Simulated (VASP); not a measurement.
Write the native input for VASP 6.6.1 that does the following.

| Property | Result |
| --- | --- |
| Task | single point |
| Functional | PBE |
| Potentials or basis | VASP PAW PBE potentials, release 64 (K_sv, I) |
| Cutoff | 520 eV |
| k mesh | 6 × 6 × 6 |
| Occupations | gaussian, width 0.05 eV |
| Spin | no spin polarisation |
| Dipole correction | no |
| Further INCAR settings | ALGO = Normal; EDIFF = 1e-06; NBANDS = 15 |

The structure of KI lies in POSCAR:

```
KI
1.0
    0.0000000000      3.4438328306      3.5873258652
    3.4438328306      0.0000000000      3.5873258652
    3.4438328306      3.4438328306      0.0000000000
K I
1 1
Direct
   -0.0889241769     -0.0889241769      0.0889241769
    0.5273968612      0.5273968612      0.4726031388
```

One way to write it, as run:

INCAR

```
SYSTEM = KI
  PREC = Accurate
  ENCUT = 520
  EDIFF = 1E-6
  ISMEAR = 0
  SIGMA = 0.05
  LREAL = .False.
  LASPH = .True.
  NELM = 100
  ALGO = Normal
  ISIF = 2
  LWAVE = .False.
  LCHARG = .True.
  GGA = PE
  LELF = .True.
  LVHAR = .True.
  NBANDS = 15
```

KPOINTS

```
regular mesh
0
Gamma
  6 6 6
  0 0 0
```

Potentials or basis: VASP PAW PBE potentials, release 64 (K_sv, I).

Command:

```bash
$ cat potpaw_PBE.64/K_sv/POTCAR potpaw_PBE.64/I/POTCAR > POTCAR
$ mpirun -np 1 vasp_std > vasp.out
```

Results of the run:

```yaml
Pressure: 4.8 GPa
Largest_force: 2.542 eV/Å
Band_gap_on_the_k_mesh: 4.11 eV, direct
```

Caveat: spin-orbit coupling is left out, which moves the levels of the heavy elements; forces of over 1 eV/Å act on the atoms, so gaps and moduli don't describe the material at rest.

Wall time 62 s on 1 thread of AMD EPYC 7R13 Processor (Zen 3), with other jobs on the host, peak memory 0.21 GiB.
